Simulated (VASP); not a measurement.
**C: single point with PBE**

C, a wire with vacuum:

```
C
1.0
     8.54367    0.00000    0.00000
    -2.13592    8.61105    0.00000
     0.00000    0.00000   20.27880
C
21
Direct
  0.07821 0.97949 0.19725
  0.57821 0.97949 0.19725
  0.41154 0.97949 0.19725
  0.91154 0.97949 0.19725
  0.32308 0.95898 0.25743
  0.82308 0.95898 0.25743
  0.15641 0.95898 0.25743
  0.65641 0.95898 0.25743
  0.06690 0.93838 0.31753
  0.56690 0.93838 0.31753
  0.40229 0.93838 0.31753
  0.90229 0.93838 0.31753
  0.31111 0.91767 0.37790
  0.81111 0.91767 0.37790
  0.14772 0.91767 0.37790
  0.64772 0.91767 0.37790
  0.04737 0.89880 0.43290
  0.54737 0.89880 0.43290
  0.40203 0.89879 0.43291
  0.90203 0.89879 0.43291
  0.17237 0.89880 0.48386
```

* Program: VASP 6.6.1
* Task: single point
* Functional: PBE
* Potentials or basis: VASP PAW PBE potentials, release 64 (C)
* Cutoff: 520 eV
* k mesh: 4 × 3 × 1
* Occupations: gaussian, width 0.1 eV
* Spin: no spin polarisation
* Dipole correction: yes
* Further INCAR settings: LREAL = Auto; ALGO = Normal; EDIFF = 1e-06; NBANDS = 58

```yaml
Largest_force: 10.558 eV/Å
Band_gap_on_the_k_mesh: 0.25 eV
```

Forces in eV/Å, atoms in the order of the input:
```
C   -6.830 -0.151  0.979
C   -6.774 -0.164  1.267
C    6.927 -0.176  1.086
C    7.007 -0.144  1.009
C   -0.401  0.161 -1.052
C   -0.241  0.087 -0.701
C    0.496  0.207 -1.369
C    0.356  0.176 -1.349
C    0.536  0.045  0.178
C    0.023  0.040  0.064
C   -0.329  0.049 -0.211
C   -0.202  0.131 -0.807
C    0.323  0.057 -1.273
C    0.958 -0.054  0.261
C    0.181  0.479 -4.435
C   -0.154  0.023 -0.346
C    9.517 -0.387  4.554
C    2.417 -0.033  0.931
C   -4.012 -0.148  0.860
C   -8.746 -0.089  0.307
C   -1.053 -0.109  0.045
```

Levels at points of the mesh, in eV from the valence-band top:
| k point | band 40 | band 41 | band 42 | band 43 | band 44 | band 45 |
| --- | --- | --- | --- | --- | --- | --- |
| (0.00, 0.00, 0.00) | -0.78 | -0.15 | 0.00 | 0.25 | 0.59 | 0.68 |
| (0.50, 0.00, 0.00) | -1.11 | -1.01 | -0.13 | 0.28 | 0.43 | 0.91 |

Run time: 49 min on 1 thread of Intel Xeon 8259CL (shared host), peak memory 1.3 GiB.
